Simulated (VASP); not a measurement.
# Sn3PbS4 (P4/mmm) in VASP: further runs

Sn3PbS4 is run at these levels: PBE; tasks: single point.

Program: VASP 6.6.1. These are calculated values, not measurements. Logs are shortened: lines on timing, memory, paths and dates and some standing lists are left out, and cuts for length are marked.

## Step 1: The cell of the first run

It takes space group P4/mmm (No. 123, tetragonal). The conventional cell has a = 4.167 Å, b = 4.167 Å, c = 11.784 Å, α = 90.00°, β = 90.00°, γ = 90.00°. Within 3.8 Å of Sn (site symmetry 4mm) lie 6 S at 2.92 to 2.97 Å. Sn (site symmetry 4/mmm) has 6 S at 2.89 to 2.95 Å within 3.8 Å. Pb (site symmetry 4/mmm) has 6 S at 2.95 to 3.00 Å within 3.9 Å. S (site symmetry 4/mmm) has 6 Sn at 2.92 to 2.95 Å within 3.8 Å. Within 3.8 Å of S (site symmetry 4mm) lie 5 Sn at 2.89 to 2.95 Å and 1 Pb at 3.00 Å. S (site symmetry 4/mmm) has 4 Pb at 2.95 Å and 2 Sn at 2.97 Å within 3.9 Å.

## Step 2: Single point, PBE

INCAR

```
SYSTEM = Sn3PbS4
  PREC = Accurate
  ENCUT = 520
  EDIFF = 1E-7
  ISMEAR = 0
  SIGMA = 0.1
  LREAL = .False.
  LASPH = .True.
  NELM = 100
  ALGO = Normal
  ISIF = 2
  LWAVE = .False.
  LCHARG = .False.
  GGA = PE
  NBANDS = 50
```

KPOINTS

```
regular mesh
0
Gamma
  10 10 4
  0 0 0
```

POSCAR

```
Sn3PbS4
1.0
    4.1669308106      0.0000000000      0.0000000000
    0.0000000000      4.1669308106      0.0000000000
    0.0000000000      0.0000000000     11.7844539275
Sn Pb S
3 1 4
Direct
    0.0000000000      0.0000000000      0.7520095393
    0.5000000000      0.5000000000      0.0000000000
    0.0000000000      0.0000000000      0.2479904607
    0.5000000000      0.5000000000      0.5000000000
    0.0000000000      0.0000000000      0.0000000000
    0.5000000000      0.5000000000      0.2456527878
    0.0000000000      0.0000000000      0.5000000000
    0.5000000000      0.5000000000      0.7543472122
```

Potentials or basis: VASP PAW PBE potentials, release 64 (Sn_d, Pb_d, S).

The run is started by

```sh
$ cat potpaw_PBE.64/Sn_d/POTCAR potpaw_PBE.64/Pb_d/POTCAR potpaw_PBE.64/S/POTCAR > POTCAR
$ mpirun -np 1 vasp_std > vasp.out
```

OUTCAR:

```text
SYSTEM = Sn3PbS4
   PREC = Accurate
   ENCUT = 520
   EDIFF = 1E-7
   ISMEAR = 0
   LREAL = .False.
   LASPH = .True.
   NELM = 100
   ISIF = 2
   GGA = PE

 ion  position               nearest neighbor table
   1  0.000  0.000  0.752-   5 2.92   8 2.95   8 2.95   8 2.95   8 2.95   7 2.97
   2  0.500  0.500  0.000-   6 2.89   8 2.89   5 2.95   5 2.95   5 2.95   5 2.95
   3  0.000  0.000  0.248-   5 2.92   6 2.95   6 2.95   6 2.95   6 2.95   7 2.97
   4  0.500  0.500  0.500-   7 2.95   7 2.95   7 2.95   7 2.95   8 3.00   6 3.00
   5  0.000  0.000  0.000-   1 2.92   3 2.92   2 2.95   2 2.95   2 2.95   2 2.95
   6  0.500  0.500  0.246-   2 2.89   3 2.95   3 2.95   3 2.95   3 2.95   4 3.00
   7  0.000  0.000  0.500-   4 2.95   4 2.95   4 2.95   4 2.95   1 2.97   3 2.97
   8  0.500  0.500  0.754-   2 2.89   1 2.95   1 2.95   1 2.95   1 2.95   4 3.00

  LATTYP: Found a simple tetragonal cell.
 ALAT       =     4.1669308106
 C/A-ratio  =     2.8280896571

  Lattice vectors:

 A1 = (   4.1669308106,   0.0000000000,   0.0000000000)
 A2 = (   0.0000000000,   4.1669308106,   0.0000000000)
 A3 = (   0.0000000000,   0.0000000000,  11.7844539275)

Analysis of symmetry for initial positions (statically):
=====================================================================
 Subroutine PRICEL returns:
 Original cell was already a primitive cell.

 Routine SETGRP: Setting up the symmetry group for a
 simple tetragonal supercell.

 Subroutine GETGRP returns: Found 16 space group operations
 (whereof 16 operations were pure point group operations)
 out of a pool of 16 trial point group operations.

The static configuration has the point symmetry D_4h.

Analysis of symmetry for dynamics (positions and initial velocities):
=====================================================================
 Subroutine PRICEL returns:
 Original cell was already a primitive cell.

 Routine SETGRP: Setting up the symmetry group for a
 simple tetragonal supercell.

 Subroutine GETGRP returns: Found 16 space group operations
 (whereof 16 operations were pure point group operations)
 out of a pool of 16 trial point group operations.

The dynamic configuration has the point symmetry D_4h.

 Subroutine INISYM returns: Found 16 space group operations
 (whereof 16 operations are pure point group operations),
 and found     1 'primitive' translations

----------------------------------------------------------------------------------------

                                     Primitive cell

  volume of cell :     204.6172

  direct lattice vectors                    reciprocal lattice vectors
     4.166930811  0.000000000  0.000000000     0.239984786  0.000000000  0.000000000
     0.000000000  4.166930811  0.000000000     0.000000000  0.239984786  0.000000000
     0.000000000  0.000000000 11.784453927     0.000000000  0.000000000  0.084857559

  length of vectors
     4.166930811  4.166930811 11.784453927     0.239984786  0.239984786  0.084857559

  position of ions in fractional coordinates (direct lattice)
     0.000000000  0.000000000  0.752009539
     0.500000000  0.500000000  0.000000000
     0.000000000  0.000000000  0.247990461
     0.500000000  0.500000000  0.500000000
     0.000000000  0.000000000  0.000000000
     0.500000000  0.500000000  0.245652788
     0.000000000  0.000000000  0.500000000
     0.500000000  0.500000000  0.754347212

  ion indices of the primitive-cell ions
   primitive index   ion index
                 1           1
                 2           2
                 3           3
                 4           4
                 5           5
                 6           6
                 7           7
                 8           8

----------------------------------------------------------------------------------------

 KPOINTS: regular mesh

Automatic generation of k-mesh.
 Grid dimensions read from file:
 generate k-points for:   10   10    4

 Generating k-lattice:

  Cartesian coordinates                     Fractional coordinates (reciprocal lattice)
     0.023998479  0.000000000  0.000000000     0.100000000  0.000000000  0.000000000
     0.000000000  0.023998479  0.000000000     0.000000000  0.100000000  0.000000000
     0.000000000  0.000000000  0.021214390     0.000000000  0.000000000  0.250000000

  Length of vectors
     0.023998479  0.023998479  0.021214390

  Shift w.r.t. Gamma in fractional coordinates (k-lattice)
     0.000000000  0.000000000  0.000000000

 Subroutine IBZKPT returns following result:
 ===========================================

 Found     63 irreducible k-points:

 Following reciprocal coordinates:
            Coordinates               Weight
  0.000000  0.000000  0.000000      1.000000
  0.100000  0.000000  0.000000      4.000000
  0.200000  0.000000  0.000000      4.000000
  0.300000  0.000000  0.000000      4.000000
  0.400000  0.000000  0.000000      4.000000
  0.500000  0.000000  0.000000      2.000000
[... 16 lines left out ...]
  0.100000  0.000000  0.250000      8.000000
  0.200000  0.000000  0.250000      8.000000
 [... further k-points ...]
   k-points           NKPTS =     63   k-points in BZ     NKDIM =     63   number of bands    NBANDS=     50
   number of dos      NEDOS =    301   number of ions     NIONS =      8
   total plane-waves  NPLWV =  92160
   dimension x,y,z NGX =    32 NGY =   32 NGZ =   90
   dimension x,y,z NGXF=    64 NGYF=   64 NGZF=  180
   ions per type =               3   1   4
   NGX,Y,Z   is equivalent  to a cutoff of  12.77, 12.77, 12.70 a.u.
   NGXF,Y,Z  is equivalent  to a cutoff of  25.53, 25.53, 25.39 a.u.
 SYSTEM =  Sn3PbS4
   PREC   = accura    normal or accurate (medium, high low for compatibility)
   ISTART =      0    job   : 0-new  1-cont  2-samecut
   ICHARG =      2    charge: 1-file 2-atom 10-const
   ISPIN  =      1    spin polarized calculation?
   LNONCOLLINEAR =      F non collinear calculations
   LSORBIT =      F    spin-orbit coupling
   LASPH  =      T    aspherical Exc in radial PAW
   ENCUT  =  520.0 eV  38.22 Ry    6.18 a.u.   7.75  7.75 21.91*2*pi/ulx,y,z
   NELM   =    100;   NELMIN=  2; NELMDL= -5     # of ELM steps
   EDIFF  = 0.1E-06   stopping-criterion for ELM
   LREAL  =      F    real-space projection
   EDIFFG = 0.1E-05   stopping-criterion for IOM
   NSW    =      0    number of steps for IOM
   IBRION =     -1    ionic relax: 0-MD 1-quasi-New 2-CG
   NFREE  =      0    steps in history (QN), initial steepest desc. (CG)
   ISIF   =      2    stress and relaxation
   ISYM   =      2    0-nonsym 1-usesym 2-fastsym
   POTIM  = 0.5000    time-step for ionic-motion
   TEBEG  =    0.0;   TEEND  =   0.0 temperature during run
   PSTRESS=    0.0 pullay stress
   NELECT =      80.0000    total number of electrons
   NUPDOWN=      -1.0000    fix difference up-down
   EMIN   =  10.00;   EMAX   =-10.00  energy-range for DOS
   EFERMI =   0.00;   METHOD = LEGACY
   ISMEAR =     0;   SIGMA  =   0.10  broadening in eV -4-tet -1-fermi 0-gaus
   EFERMI_NEDOS =   21; number of points for ismear=-14 and -15
   IALGO  =     38    algorithm
   IMIX   =      4    mixing-type and parameters
     AMIX     =   0.40;   BMIX     =  1.00
     AMIX_MAG =   1.60;   BMIX_MAG =  1.00
  volume/ion in A,a.u.               =      25.58       172.60
  Fermi-wavevector in a.u.,A,eV,Ry     =   1.197083  2.262158 19.497243  1.433007
  Thomas-Fermi vector in A             =   2.333007
   LORBIT       =      0    0 simple, 1 ext, 2 COOP (PROOUT), +10 PAW based schemes
   GGA     = PE    functional components
   LHFCALC =     F    Hartree Fock is set to
   AEXX    =    0.0000 exact exchange contribution
   IVDW    =     0    specifies the selected vdW correction
   LEPSILON=     F    determine dielectric tensor
   LRPA    =     F    only Hartree local field effects (RPA)
 non-spin polarized calculation
 Gauss-broadening in eV      SIGMA  =   0.10
  energy-cutoff  :      520.00
  volume of cell :      204.62
 maximum number of plane-waves:      5536
 NGX is ok and might be reduce to    32
   NGX = 15   NGY = 15   NGZ = 43

 number of electron      79.9999973 magnetization

 Free energy of the ion-electron system (eV)
  ---------------------------------------------------
  ext. energy  EPLUGINS =         0.00000000
  ---------------------------------------------------
  free energy    TOTEN  =       -35.06985294 eV

  energy without entropy =      -35.06920131  energy(sigma->0) =      -35.06952713

 E-fermi :   6.2679     XC(G=0):  -9.6426

 val. band max:        6.2049388021   @ k =   0.5000   0.0000   0.0000
 cond. band min:       6.3218599674   @ k =   0.5000   0.0000   0.0000
 fundamental gap:      0.1169211653
 Fermi energy:         6.2679157002

 k-point     1 :       0.0000    0.0000    0.0000
  band No.  band energies     occupation
      1     -15.5688      2.00000
      2     -15.5659      2.00000
      3     -15.5656      2.00000
      4     -15.5627      2.00000
      5     -15.5518      2.00000
      6     -15.5518      2.00000
[... 42 lines left out ...]
     49      10.5851      0.00000
     50      10.8881      0.00000

 k-point     2 :       0.1000    0.0000    0.0000
  band No.  band energies     occupation
      1     -15.5678      2.00000
      2     -15.5646      2.00000
      3     -15.5645      2.00000
      4     -15.5617      2.00000
      5     -15.5521      2.00000
      6     -15.5516      2.00000
[... 42 lines left out ...]
     49      10.5222      0.00000
     50      10.6640      0.00000

 k-point     3 :       0.2000    0.0000    0.0000
  band No.  band energies     occupation
      1     -15.5663      2.00000
      2     -15.5634      2.00000
      3     -15.5599      2.00000
      4     -15.5578      2.00000
      5     -15.5529      2.00000
      6     -15.5522      2.00000
[... 1102 lines left out ...]
     49      10.2794      0.00000
     50      10.5639      0.00000

 k-point    24 :       0.2000    0.0000    0.2500
  band No.  band energies     occupation
      1     -15.5659      2.00000
      2     -15.5636      2.00000
      3     -15.5598      2.00000
      4     -15.5581      2.00000
      5     -15.5529      2.00000
      6     -15.5522      2.00000
[... 42 lines left out ...]
     49       9.7233      0.00000
     50       9.9060      0.00000

 [... further k-points ...]

------------------------ aborting loop because EDIFF is reached ----------------------------------------

  FORCE on cell =-STRESS in cart. coord.  units (eV):
  Direction    XX          YY          ZZ          XY          YZ          ZX
  --------------------------------------------------------------------------------------
  -------------------------------------------------------------------------------------
  Total       -0.0678567     -0.0678567     -0.0872408      0.0000000      0.0000000     -0.0000000
  in kB       -0.5313265     -0.5313265     -0.6831058      0.0000000      0.0000000     -0.0000000
  external PRESSURE =      -0.5819196 kB  Pullay stress =       0.0000000 kB

 VOLUME and BASIS-vectors are now :
 -----------------------------------------------------------------------------
  energy-cutoff  :      520.00
  volume of cell :      204.62
      direct lattice vectors                 reciprocal lattice vectors
     4.166930811  0.000000000  0.000000000     0.239984786  0.000000000  0.000000000
     0.000000000  4.166930811  0.000000000     0.000000000  0.239984786  0.000000000
     0.000000000  0.000000000 11.784453927     0.000000000  0.000000000  0.084857559

 POSITION                                       TOTAL-FORCE (eV/Angst)
 -----------------------------------------------------------------------------------
      0.00000      0.00000      8.86202         0.000000     -0.000000      0.002387
      2.08347      2.08347      0.00000         0.000000     -0.000000      0.000000
      0.00000      0.00000      2.92243         0.000000     -0.000000     -0.002387
      2.08347      2.08347      5.89223         0.000000     -0.000000      0.000000
      0.00000      0.00000      0.00000         0.000000     -0.000000      0.000000
      2.08347      2.08347      2.89488         0.000000      0.000000     -0.001216
      0.00000      0.00000      5.89223         0.000000     -0.000000      0.000000
      2.08347      2.08347      8.88957        -0.000000     -0.000000      0.001216
 -----------------------------------------------------------------------------------
    total drift:                                0.000000     -0.000000     -0.000000

  FREE ENERGIE OF THE ION-ELECTRON SYSTEM (eV)
  ---------------------------------------------------
  free  energy   TOTEN  =       -35.0698529445 eV

  energy  without entropy=      -35.0692013146  energy(sigma->0) =      -35.06952713
```

Wall time 5.7 min (1 thread of Intel Xeon 6975P-C (Granite Rapids), shared host); peak memory 0.64 GiB.

Results:

```
Free energy            : -35.0699 eV
Pressure               : -0.1 GPa
Band gap on the k mesh : 0.12 eV, direct
```

Forces in eV/Å, atoms in the order of the input:
```
Sn   0.000  0.000  0.002
Sn   0.000  0.000  0.000
Sn   0.000  0.000 -0.002
Pb   0.000  0.000  0.000
S    0.000  0.000  0.000
S    0.000  0.000 -0.001
S    0.000  0.000  0.000
S    0.000  0.000  0.001
```

Caveat: spin-orbit coupling is left out, which moves the levels of the heavy elements.

## Step 3: Single point, PBE

This run uses another cell than the first one, of 26.20 Å³/atom, 1.025 times its volume.

INCAR

```
ALGO = Normal ; EDIFF = 1E-6
ENCUT = 520 ; GGA = PE
ISIF = 2 ; ISMEAR = 0
LASPH = T ; LCHARG = F
LREAL = F ; LWAVE = F
NBANDS = 50 ; NELM = 100
PREC = Accurate ; SIGMA = 0.1
```

KPOINTS

```
k-points
0
Gamma
  4 4 2
```

POSCAR

```
Sn3PbS4
1.0
    4.2005777100      0.0000000000      0.0000000000
    0.0000000000      4.2005777100      0.0000000000
    0.0000000000      0.0000000000     11.8810279400
Sn Pb S
3 1 4
Direct
    0.0000000000      0.0000000000      0.7500000000
    0.5000000000      0.5000000000      0.0000000000
    0.0000000000      0.0000000000      0.2500000000
    0.5000000000      0.5000000000      0.5000000000
    0.0000000000      0.0000000000      0.0000000000
    0.5000000000      0.5000000000      0.2500000000
    0.0000000000      0.0000000000      0.5000000000
    0.5000000000      0.5000000000      0.7500000000
```

Potentials or basis: VASP PAW PBE potentials, release 64 (Sn_d, Pb_d, S).

The run is started by

```sh
$ cat potpaw_PBE.64/Sn_d/POTCAR potpaw_PBE.64/Pb_d/POTCAR potpaw_PBE.64/S/POTCAR > POTCAR
$ mpirun -np 1 vasp_std > vasp.out
```

OUTCAR:

```text
EDIFF = 1E-6
   ENCUT = 520
   GGA = PE
   ISIF = 2
   ISMEAR = 0
   LASPH = T
   LREAL = F
   NELM = 100
   PREC = Accurate

 ion  position               nearest neighbor table
   1  0.000  0.000  0.750-   8 2.97   8 2.97   8 2.97   8 2.97   5 2.97   7 2.97
   2  0.500  0.500  0.000-   5 2.97   5 2.97   5 2.97   5 2.97   8 2.97   6 2.97
   3  0.000  0.000  0.250-   6 2.97   6 2.97   6 2.97   6 2.97   7 2.97   5 2.97
   4  0.500  0.500  0.500-   7 2.97   7 2.97   7 2.97   7 2.97   8 2.97   6 2.97
   5  0.000  0.000  0.000-   2 2.97   2 2.97   2 2.97   2 2.97   3 2.97   1 2.97
   6  0.500  0.500  0.250-   3 2.97   3 2.97   3 2.97   3 2.97   4 2.97   2 2.97
   7  0.000  0.000  0.500-   4 2.97   4 2.97   4 2.97   4 2.97   1 2.97   3 2.97
   8  0.500  0.500  0.750-   1 2.97   1 2.97   1 2.97   1 2.97   4 2.97   2 2.97

  LATTYP: Found a simple tetragonal cell.
 ALAT       =     4.2005777100
 C/A-ratio  =     2.8284271260

  Lattice vectors:

 A1 = (   4.2005777100,   0.0000000000,   0.0000000000)
 A2 = (   0.0000000000,   4.2005777100,   0.0000000000)
 A3 = (   0.0000000000,   0.0000000000,  11.8810279400)

Analysis of symmetry for initial positions (statically):
[... 182 lines left out ...]
      1     -15.8823      2.00000
      2     -15.8795      2.00000
      3     -15.8792      2.00000
      4     -15.8765      2.00000
      5     -15.8685      2.00000
      6     -15.8685      2.00000
[... 625 lines left out ...]
     49      10.6968      0.00000
     50      10.7237      0.00000

------------------------ aborting loop because EDIFF is reached ----------------------------------------

  FORCE on cell =-STRESS in cart. coord.  units (eV):
  Direction    XX          YY          ZZ          XY          YZ          ZX
  --------------------------------------------------------------------------------------
  -------------------------------------------------------------------------------------
  Total       -2.0428798     -2.0428798     -2.1868034      0.0000000     -0.0000000      0.0000000
  in kB      -15.6128193    -15.6128193    -16.7127628      0.0000000     -0.0000000      0.0000000
  external PRESSURE =     -15.9794671 kB  Pullay stress =       0.0000000 kB

 VOLUME and BASIS-vectors are now :
 -----------------------------------------------------------------------------
  energy-cutoff  :      520.00
  volume of cell :      209.64
      direct lattice vectors                 reciprocal lattice vectors
     4.200577710  0.000000000  0.000000000     0.238062493  0.000000000  0.000000000
     0.000000000  4.200577710  0.000000000     0.000000000  0.238062493  0.000000000
     0.000000000  0.000000000 11.881027940     0.000000000  0.000000000  0.084167801

 POSITION                                       TOTAL-FORCE (eV/Angst)
 -----------------------------------------------------------------------------------
      0.00000      0.00000      8.91077         0.000000      0.000000      0.012138
      2.10029      2.10029      0.00000         0.000000      0.000000      0.000000
      0.00000      0.00000      2.97026         0.000000      0.000000     -0.012138
      2.10029      2.10029      5.94051         0.000000      0.000000      0.000000
      0.00000      0.00000      0.00000         0.000000      0.000000      0.000000
      2.10029      2.10029      2.97026         0.000000     -0.000000     -0.208570
      0.00000      0.00000      5.94051         0.000000      0.000000      0.000000
      2.10029      2.10029      8.91077         0.000000      0.000000      0.208570
 -----------------------------------------------------------------------------------
    total drift:                                0.000000     -0.000000     -0.000000

  FREE ENERGIE OF THE ION-ELECTRON SYSTEM (eV)
  ---------------------------------------------------
  free  energy   TOTEN  =       -34.9874430445 eV

  energy  without entropy=      -34.9780776003  energy(sigma->0) =      -34.98276032
```

stdout:

```text
POSCAR found type information on POSCAR SnPbS
 POSCAR found :  3 types and       8 ions
 scaLAPACK will be used
 LDA part: xc-table for (Slater+PW92), standard interpolation
 POSCAR, INCAR and KPOINTS ok, starting setup
 FFT: planning ... GRIDC
 FFT: planning ... GRID_SOFT
 FFT: planning ... GRID
 WAVECAR not read
 entering main loop
```

Wall time 68 s (1 thread of Intel Xeon 6975P-C (Granite Rapids), shared host); peak memory 0.34 GiB.

Results:

| Property | Result |
| --- | --- |
| Free energy | -34.9874 eV |
| Pressure | -1.6 GPa |
| Largest force | 0.209 eV/Å |

Forces in eV/Å, atoms in the order of the input:
```
Sn   0.000  0.000  0.012
Sn   0.000  0.000  0.000
Sn   0.000  0.000 -0.012
Pb   0.000  0.000  0.000
S    0.000  0.000  0.000
S    0.000  0.000 -0.209
S    0.000  0.000  0.000
S    0.000  0.000  0.209
```

Stress tensor (GPa, compression positive):
```
-1.56  0.00  0.00
 0.00 -1.56  0.00
 0.00  0.00 -1.67
```

Levels at points of the mesh, in eV from the Fermi level:
```csv
k point,band 37,band 38,band 39,band 40,band 41,band 42,band 43,band 44
"(0.00, 0.00, 0.00)",-2.50,-2.50,-1.96,-1.84,1.84,1.98,3.22,4.04
"(0.50, 0.00, 0.00)",-1.03,-0.79,-0.06,-0.02,-0.01,0.24,0.94,1.05
"(0.50, 0.50, 0.00)",-3.76,-3.75,-1.29,-1.20,1.55,1.72,3.24,3.24
"(0.00, 0.00, 0.50)",-2.70,-2.70,-1.66,-1.60,2.40,2.57,3.37,3.56
"(0.50, 0.00, 0.50)",-0.92,-0.51,-0.51,-0.51,0.50,0.51,0.52,0.69
"(0.50, 0.50, 0.50)",-2.74,-2.63,-2.61,-2.59,3.30,3.32,3.33,3.52
```

Caveat: the k points lie up to 0.37 Å⁻¹ apart; spin-orbit coupling is left out, which moves the levels of the heavy elements.
